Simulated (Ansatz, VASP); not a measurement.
Two plane-wave programs on Bi

Contents of INCAR:

```
ALGO = Normal ; EDIFF = 1E-7
EDIFFG = -0.005 ; ENCUT = 600
GGA = PE ; IBRION = 2
ISIF = 3 ; ISMEAR = -1
LASPH = T ; LCHARG = F
LREAL = F ; LWAVE = F
NELM = 100 ; NSW = 60
PREC = Accurate ; SIGMA = 0.05
```

KPOINTS

```
k-points
0
Gamma
  11 11 11
```

The input POSCAR:

```
Bi
1.0
    0.0000000000      3.4199518934      3.4199518934
    3.4199518934      0.0000000000      3.4199518934
    3.4199518934      3.4199518934      0.0000000000
Bi
2
Direct
   -0.1250000000     -0.1250000000     -0.1250000000
    0.1250000000      0.1250000000      0.1250000000
```

Input for Ansatz:

```yaml
crystal:
  lattice:
    - [0.0, 3.4199518934, 3.4199518934]
    - [3.4199518934, 0.0, 3.4199518934]
    - [3.4199518934, 3.4199518934, 0.0]
  atoms:
    - { symbol: Bi, position: [-0.125, -0.125, -0.125] }
    - { symbol: Bi, position: [0.125, 0.125, 0.125] }
kpoints:
  mp_grid: { grid: [11, 11, 11] }
scf:
  occupations: { method: fermi_dirac, width: 0.05 }
hamiltonian:
  xc: pbe
  pseudopotentials: { kind: paw }
output:
  forces: true
  stress: true
  write_density: true
  write_potential: true
  elf: true
  volumetric_format: npy
relax:
  f_tol: 0.005
  max_steps: 40
  cell: {}
```

Alike in both runs: task relaxation of cell and atoms; functional PBE; k mesh 11 × 11 × 11; occupations fermi-dirac, width 0.05 eV; no spin polarisation.

|  | VASP | Ansatz |
| --- | --- | --- |
| version | VASP 6.6.1 | Ansatz 0.2.0 |
| potentials or method | VASP PAW PBE potentials, release 64 (Bi_d) | PAW with Ansatz's default frozen-core files, scalar-relativistic |
| plane-wave cutoff (eV) | 600 | 420 |
| valence electrons in the cell | 30 | 30 |

Ansatz gave:

* relaxed volume (Å³/atom): 48.40
* relaxed length of the cell vector where the two differ most in proportion (Å): 5.154

Task: Estimate VASP's values.

Result: Relaxed volume (Å³/atom): 48.31; relaxed length of the cell vector where the two differ most in proportion (Å): 5.151.

Spin-orbit coupling is off throughout. Noted on VASP's run: the volume moved by over 15 % at a fixed basis, so the end points are rough.
